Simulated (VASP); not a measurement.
Wanted: the native input for a VASP 6.6.1 run.

```
Task                   : relaxation of cell and atoms
Functional             : r2SCAN
Potentials or basis    : VASP PAW PBE potentials, release 64 (Ga_d, Sb)
Cutoff                 : 600 eV
k mesh                 : 10 × 10 × 10
Occupations            : gaussian, width 0.02 eV
Spin                   : no spin polarisation
Dipole correction      : no
Further INCAR settings : ALGO = Normal; EDIFF = 1e-06; IBRION = 2; EDIFFG = -0.002; NSW = 100; ISIF = 3
```

Crystal: GaSb.

```
CELL_PARAMETERS angstrom
0.00000 3.06860 3.06860
3.06860 0.00000 3.06860
3.06860 3.06860 0.00000
ATOMIC_POSITIONS crystal
Ga 0.00000 0.00000 0.00000
Sb 0.25000 0.25000 0.25000
```

The input as run:

POSCAR

```
GaSb
1.0
    0.0000000000      3.0686043200      3.0686043200
    3.0686043200      0.0000000000      3.0686043200
    3.0686043200      3.0686043200      0.0000000000
Ga Sb
1 1
Direct
    0.0000000000      0.0000000000      0.0000000000
    0.2500000000      0.2500000000      0.2500000000
```

INCAR.step1

```
SYSTEM = GaSb
PREC     = Accurate       ! precision mode
ENCUT    = 600            ! plane-wave cutoff, eV
ISMEAR   = 0              ! smearing method
SIGMA    = 0.02           ! smearing width, eV
LREAL    = .False.        ! projectors in reciprocal space
LASPH    = .True.         ! aspherical terms in the spheres
NELM     = 80             ! most SCF steps
GGA      = PE             ! functional
ALGO     = Normal         ! electronic algorithm
EDIFF    = 1E-4           ! SCF threshold, eV
LWAVE    = .True.         ! write WAVECAR
LCHARG   = .False.        ! write CHGCAR
```

INCAR.step2

```
SYSTEM = GaSb
PREC     = Accurate       ! precision mode
ENCUT    = 600            ! plane-wave cutoff, eV
EDIFF    = 1E-6           ! SCF threshold, eV
ISMEAR   = 0              ! smearing method
SIGMA    = 0.02           ! smearing width, eV
LREAL    = .False.        ! projectors in reciprocal space
LASPH    = .True.         ! aspherical terms in the spheres
NELM     = 80             ! most SCF steps
ALGO     = Normal         ! electronic algorithm
ISIF     = 3              ! what is computed and relaxed
LWAVE    = .False.        ! write WAVECAR
LCHARG   = .False.        ! write CHGCAR
METAGGA  = R2SCAN         ! meta-GGA
LMIXTAU  = .True.       
IBRION   = 2              ! ionic algorithm
NSW      = 100            ! ionic steps
EDIFFG   = -0.002         ! ionic threshold
ISTART   = 1
```

KPOINTS

```
regular mesh
0
Gamma
  10 10 10
  0 0 0
```

Potentials or basis: VASP PAW PBE potentials, release 64 (Ga_d, Sb).

Command:

```console
$ cat potpaw_PBE.64/Ga_d/POTCAR potpaw_PBE.64/Sb/POTCAR > POTCAR
$ cp INCAR.step1 INCAR
$ mpirun -np 1 vasp_std > vasp.out
$ cp INCAR.step2 INCAR
$ mpirun -np 1 vasp_std > vasp.out
```

It gave:

```yaml
Relaxed_volume: 28.87 Å³/atom
Relaxed_cell: a = 4.338 Å, b = 4.338 Å, c = 4.338 Å, α = 60.00°, β = 60.00°, γ = 60.00°
Space_group_after_relaxing_to_0.1_Å: F-43m (No. 216)
Energy_gained_by_relaxing: 0.0 meV/atom
Ionic_steps: 7
Pressure_after_relaxing: 0.0 GPa
Band_gap_on_the_k_mesh: 0.39 eV
```

Caveat: the PAW data sets were made with another functional, which shifts forces and pressure a little; spin-orbit coupling is left out, which moves the levels of the heavy elements.

Wall time 11 min on 1 thread of Intel Xeon 8259CL, with other jobs on the host, peak memory 0.26 GiB.
